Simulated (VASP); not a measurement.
# Ta3N (P3m1) in VASP: single point with PBEsol

Aim: the single point of Ta3N with PBEsol.

Everything below comes from runs of VASP 6.6.1. Logs are shortened: lines on timing, memory, paths and dates and some standing lists are left out, and cuts for length are marked.

### 1 The cell of the first run

Symmetry: P3m1, No. 156, trigonal system. The conventional cell has a = 3.001 Å, b = 3.001 Å, c = 7.450 Å, α = 90.00°, β = 90.00°, γ = 120.00°. Ta (site symmetry 3m) has 12 Ta at 2.64 to 3.36 Å and 1 N at 3.30 Å within 3.5 Å. Ta (site symmetry 3m) has 3 N at 2.17 Å and 12 Ta at 2.64 to 3.10 Å within 3.2 Å. Ta (site symmetry 3m) has 3 N at 2.14 Å within 2.8 Å. N (site symmetry 3m) has 6 Ta at 2.14 to 2.17 Å within 2.8 Å.

### 2 Single point, PBEsol (atoms displaced along a vibrational mode)

INCAR

```
ALGO     = Normal         # electronic algorithm
EDIFF    = 1E-6           # SCF threshold, eV
ENCUT    = 520            # plane-wave cutoff, eV
GGA      = PS             # functional
ISIF     = 2              # what is computed and relaxed
ISMEAR   = 0              # smearing method
LASPH    = T              # aspherical terms in the spheres
LCHARG   = F              # write CHGCAR
LREAL    = F              # projectors in reciprocal space
LWAVE    = F              # write WAVECAR
NBANDS   = 27             # bands
NELM     = 60             # most SCF steps
PREC     = Accurate       # precision mode
SIGMA    = 0.15           # smearing width, eV
```

KPOINTS

```
k-points
0
Gamma
  18 18 8
```

POSCAR

```
Ta3N
1.0
    3.0005045844      0.0000000000      0.0000000000
   -1.5002522922      2.5985131942      0.0000000000
    0.0000000000      0.0000000000      7.4499251172
Ta N
3 1
Direct
    0.0000000000      0.0000000000      0.4597311389
    0.3333333333      0.6666666667      0.1920760351
    0.6666666667      0.3333333333      0.8469040583
    0.0000000000      0.0000000000      0.0166488040
```

Potentials or basis: VASP PAW PBE potentials, release 64 (Ta_pv, N).

On the command line:

```bash
$ cat potpaw_PBE.64/Ta_pv/POTCAR potpaw_PBE.64/N/POTCAR > POTCAR
$ mpirun -np 1 vasp_std > vasp.out
```

OUTCAR:

```text
EDIFF = 1E-6
   ENCUT = 520
   GGA = PS
   ISIF = 2
   ISMEAR = 0
   LASPH = T
   LREAL = F
   NELM = 60
   PREC = Accurate

 ion  position               nearest neighbor table
   1  0.000  0.000  0.460-   2 2.64   2 2.64   2 2.64   3 3.36   3 3.36   3 3.36
   2  0.333  0.667  0.192-   4 2.17   4 2.17   4 2.17   1 2.64   1 2.64   1 2.64   3 3.10   3 3.10
                             3 3.10
   3  0.667  0.333  0.847-   4 2.14   4 2.14   4 2.14   2 3.10   2 3.10   2 3.10   1 3.36   1 3.36
                             1 3.36
   4  0.000  0.000  0.017-   3 2.14   3 2.14   3 2.14   2 2.17   2 2.17   2 2.17

  LATTYP: Found a hexagonal cell.
 ALAT       =     3.0005045844
 C/A-ratio  =     2.4828907631

  Lattice vectors:

 A1 = (   3.0005045844,   0.0000000000,   0.0000000000)
 A2 = (  -1.5002522922,   2.5985131942,   0.0000000000)
 A3 = (   0.0000000000,   0.0000000000,   7.4499251172)

Analysis of symmetry for initial positions (statically):
=====================================================================
 Subroutine PRICEL returns:
 Original cell was already a primitive cell.

 Routine SETGRP: Setting up the symmetry group for a
 hexagonal supercell.

 Subroutine GETGRP returns: Found  6 space group operations
 (whereof  6 operations were pure point group operations)
 out of a pool of 24 trial point group operations.

The static configuration has the point symmetry C_3v.

Analysis of symmetry for dynamics (positions and initial velocities):
=====================================================================
 Subroutine PRICEL returns:
 Original cell was already a primitive cell.

 Routine SETGRP: Setting up the symmetry group for a
 hexagonal supercell.

 Subroutine GETGRP returns: Found  6 space group operations
 (whereof  6 operations were pure point group operations)
 out of a pool of 24 trial point group operations.

The dynamic configuration has the point symmetry C_3v.

 Subroutine INISYM returns: Found  6 space group operations
 (whereof  6 operations are pure point group operations),
 and found     1 'primitive' translations

----------------------------------------------------------------------------------------

                                     Primitive cell

  volume of cell :      58.0860

  direct lattice vectors                    reciprocal lattice vectors
     3.000504584  0.000000000  0.000000000     0.333277278  0.192417726  0.000000000
    -1.500252292  2.598513194  0.000000000     0.000000000  0.384835452  0.000000000
     0.000000000  0.000000000  7.449925117     0.000000000  0.000000000  0.134229537

  length of vectors
     3.000504584  3.000504584  7.449925117     0.384835452  0.384835452  0.134229537

  position of ions in fractional coordinates (direct lattice)
     0.000000000  0.000000000  0.459731139
     0.333333333  0.666666667  0.192076035
     0.666666667  0.333333333  0.846904058
     0.000000000  0.000000000  0.016648804

  ion indices of the primitive-cell ions
   primitive index   ion index
                 1           1
                 2           2
                 3           3
                 4           4

----------------------------------------------------------------------------------------

 KPOINTS: k-points

Automatic generation of k-mesh.
 Grid dimensions read from file:
 generate k-points for:   18   18    8

 Generating k-lattice:

  Cartesian coordinates                     Fractional coordinates (reciprocal lattice)
     0.018515404  0.010689874  0.000000000     0.055555556  0.000000000  0.000000000
     0.000000000  0.021379747  0.000000000     0.000000000  0.055555556  0.000000000
     0.000000000  0.000000000  0.016778692     0.000000000  0.000000000  0.125000000

  Length of vectors
     0.021379747  0.021379747  0.016778692

  Shift w.r.t. Gamma in fractional coordinates (k-lattice)
     0.000000000  0.000000000  0.000000000

 Subroutine IBZKPT returns following result:
 ===========================================

 Found    266 irreducible k-points:

 Following reciprocal coordinates:
            Coordinates               Weight
  0.000000  0.000000  0.000000      1.000000
  0.055556  0.000000  0.000000      6.000000
  0.111111  0.000000  0.000000      6.000000
  0.166667  0.000000  0.000000      6.000000
  0.222222  0.000000  0.000000      6.000000
  0.277778  0.000000  0.000000      6.000000
[... 16 lines left out ...]
  0.333333  0.111111  0.000000     12.000000
  0.388889  0.111111  0.000000     12.000000
 [... further k-points ...]
   k-points           NKPTS =    266   k-points in BZ     NKDIM =    266   number of bands    NBANDS=     27
   number of dos      NEDOS =    301   number of ions     NIONS =      4
   total plane-waves  NPLWV =  32256
   dimension x,y,z NGX =    24 NGY =   24 NGZ =   56
   dimension x,y,z NGXF=    48 NGYF=   48 NGZF=  112
   ions per type =               3   1
   NGX,Y,Z   is equivalent  to a cutoff of  13.30, 13.30, 12.50 a.u.
   NGXF,Y,Z  is equivalent  to a cutoff of  26.59, 26.59, 24.99 a.u.
 SYSTEM =  unknown system
   PREC   = accura    normal or accurate (medium, high low for compatibility)
   ISTART =      0    job   : 0-new  1-cont  2-samecut
   ICHARG =      2    charge: 1-file 2-atom 10-const
   ISPIN  =      1    spin polarized calculation?
   LNONCOLLINEAR =      F non collinear calculations
   LSORBIT =      F    spin-orbit coupling
   LASPH  =      T    aspherical Exc in radial PAW
   ENCUT  =  520.0 eV  38.22 Ry    6.18 a.u.   5.58  5.58 13.85*2*pi/ulx,y,z
   NELM   =     60;   NELMIN=  2; NELMDL= -5     # of ELM steps
   EDIFF  = 0.1E-05   stopping-criterion for ELM
   LREAL  =      F    real-space projection
   EDIFFG = 0.1E-04   stopping-criterion for IOM
   NSW    =      0    number of steps for IOM
   IBRION =     -1    ionic relax: 0-MD 1-quasi-New 2-CG
   NFREE  =      0    steps in history (QN), initial steepest desc. (CG)
   ISIF   =      2    stress and relaxation
   ISYM   =      2    0-nonsym 1-usesym 2-fastsym
   POTIM  = 0.5000    time-step for ionic-motion
   TEBEG  =    0.0;   TEEND  =   0.0 temperature during run
   PSTRESS=    0.0 pullay stress
   NELECT =      38.0000    total number of electrons
   NUPDOWN=      -1.0000    fix difference up-down
   EMIN   =  10.00;   EMAX   =-10.00  energy-range for DOS
   EFERMI =   0.00;   METHOD = LEGACY
   ISMEAR =     0;   SIGMA  =   0.15  broadening in eV -4-tet -1-fermi 0-gaus
   EFERMI_NEDOS =   21; number of points for ismear=-14 and -15
   IALGO  =     38    algorithm
   IMIX   =      4    mixing-type and parameters
     AMIX     =   0.40;   BMIX     =  1.00
     AMIX_MAG =   1.60;   BMIX_MAG =  1.00
  volume/ion in A,a.u.               =      14.52        98.00
  Fermi-wavevector in a.u.,A,eV,Ry     =   1.421169  2.685620 27.479968  2.019721
  Thomas-Fermi vector in A             =   2.542007
   LORBIT       =      0    0 simple, 1 ext, 2 COOP (PROOUT), +10 PAW based schemes
   GGA     = PS    functional components
   LHFCALC =     F    Hartree Fock is set to
   AEXX    =    0.0000 exact exchange contribution
   IVDW    =     0    specifies the selected vdW correction
   LEPSILON=     F    determine dielectric tensor
   LRPA    =     F    only Hartree local field effects (RPA)
 non-spin polarized calculation
 Gauss-broadening in eV      SIGMA  =   0.15
  energy-cutoff  :      520.00
  volume of cell :       58.09
 maximum number of plane-waves:      1608
 NGX is ok and might be reduce to    24
   NGX = 11   NGY = 11   NGZ = 27

 number of electron      37.9999997 magnetization

 Free energy of the ion-electron system (eV)
  ---------------------------------------------------
  ext. energy  EPLUGINS =         0.00000000
  ---------------------------------------------------
  free energy    TOTEN  =       -47.03225975 eV

  energy without entropy =      -46.99135748  energy(sigma->0) =      -47.01180861

 E-fermi :   6.7151     XC(G=0): -12.9041

 val. band max:        6.7150102846   @ k =  -0.1111   0.4444   0.3750
 cond. band min:       6.7166836680   @ k =   0.1111   0.0556   0.5000
 fundamental gap:      0.0016733833
 Fermi energy:         6.7150692146

 k-point     1 :       0.0000    0.0000    0.0000
  band No.  band energies     occupation
      1     -28.5435      2.00000
      2     -28.1992      2.00000
      3     -27.8046      2.00000
      4     -27.8046      2.00000
      5     -27.4997      2.00000
      6     -27.4997      2.00000
[... 19 lines left out ...]
     26       9.2722      0.00000
     27      10.1307      0.00000

 k-point     2 :       0.0556    0.0000    0.0000
  band No.  band energies     occupation
      1     -28.5363      2.00000
      2     -28.1971      2.00000
      3     -27.8295      2.00000
      4     -27.8106      2.00000
      5     -27.5347      2.00000
      6     -27.5070      2.00000
[... 19 lines left out ...]
     26       9.4272      0.00000
     27      10.2503      0.00000

 k-point     3 :       0.1111    0.0000    0.0000
  band No.  band energies     occupation
      1     -28.5159      2.00000
      2     -28.1928      2.00000
      3     -27.9002      2.00000
      4     -27.8279      2.00000
      5     -27.6280      2.00000
      6     -27.5281      2.00000
[... 19 lines left out ...]
     26       9.7916      0.00000
     27      10.6615      0.00000

 k-point     4 :       0.1667    0.0000    0.0000
  band No.  band energies     occupation
      1     -28.4866      2.00000
      2     -28.1938      2.00000
      3     -28.0033      2.00000
      4     -27.8544      2.00000
      5     -27.7538      2.00000
      6     -27.5601      2.00000
[... 19 lines left out ...]
     26      10.2646      0.00000
     27      11.1691      0.00000
[... 516 lines left out ...]
      4     -28.0335      2.00000
      5     -27.9936      2.00000
      6     -27.7526      2.00000
[... 19 lines left out ...]
     26      11.4811      0.00000
     27      11.7828      0.00000

 k-point    23 :       0.3333    0.1111    0.0000
  band No.  band energies     occupation
      1     -28.5588      2.00000
      2     -28.4341      2.00000
      3     -28.2417      2.00000
      4     -28.0710      2.00000
      5     -28.0229      2.00000
      6     -27.7854      2.00000
[... 19 lines left out ...]
     26      11.7397      0.00000
     27      11.9553      0.00000

 k-point    24 :       0.3889    0.1111    0.0000
  band No.  band energies     occupation
      1     -28.6107      2.00000
      2     -28.4805      2.00000
      3     -28.2365      2.00000
      4     -28.0939      2.00000
      5     -28.0416      2.00000
      6     -27.8058      2.00000
[... 19 lines left out ...]
     26      11.7581      0.00000
     27      12.2364      0.00000

 [... further k-points ...]

------------------------ aborting loop because EDIFF is reached ----------------------------------------

  FORCE on cell =-STRESS in cart. coord.  units (eV):
  Direction    XX          YY          ZZ          XY          YZ          ZX
  --------------------------------------------------------------------------------------
  -------------------------------------------------------------------------------------
  Total        4.3356012      4.3356012      4.6028288      0.0000000     -0.0000000      0.0000000
  in kB      119.5883256    119.5883256    126.9592294      0.0000000     -0.0000000      0.0000000
  external PRESSURE =     122.0452935 kB  Pullay stress =       0.0000000 kB

 VOLUME and BASIS-vectors are now :
 -----------------------------------------------------------------------------
  energy-cutoff  :      520.00
  volume of cell :       58.09
      direct lattice vectors                 reciprocal lattice vectors
     3.000504584  0.000000000  0.000000000     0.333277278  0.192417726  0.000000000
    -1.500252292  2.598513194  0.000000000     0.000000000  0.384835452  0.000000000
     0.000000000  0.000000000  7.449925117     0.000000000  0.000000000  0.134229537

 POSITION                                       TOTAL-FORCE (eV/Angst)
 -----------------------------------------------------------------------------------
      0.00000      0.00000      3.42496         0.000000      0.000000      5.898879
     -0.00000      1.73234      1.43095        -0.000000      0.000000     -3.432945
      1.50025      0.86617      6.30937         0.000000     -0.000000     -1.589631
      0.00000      0.00000      0.12403         0.000000     -0.000000     -0.876303
 -----------------------------------------------------------------------------------
    total drift:                               -0.000000      0.000000     -0.000280

  FREE ENERGIE OF THE ION-ELECTRON SYSTEM (eV)
  ---------------------------------------------------
  free  energy   TOTEN  =       -47.0322597465 eV

  energy  without entropy=      -46.9913574799  energy(sigma->0) =      -47.01180861
```

It took 13 min on 1 thread of AMD EPYC 7R43 (Zen 3), shared host; peak memory 0.38 GiB.

What came out:

```yaml
Free_energy: -47.0323 eV
Pressure: 12.2 GPa
Largest_force: 5.899 eV/Å
Band_gap_on_the_k_mesh: zero (bands 19 and 20 overlap by 0.74 eV)
```

Forces in eV/Å, atoms in the order of the input:
```
Ta   0.000  0.000  5.899
Ta   0.000  0.000 -3.433
Ta   0.000  0.000 -1.590
N    0.000  0.000 -0.876
```

Caveat: the cell differs from its parent crystal (atoms displaced along a vibrational mode); the cell stands under pressure; the PAW data sets were made with another functional, which shifts forces and pressure a little; spin-orbit coupling is left out, which moves the levels of the heavy elements.
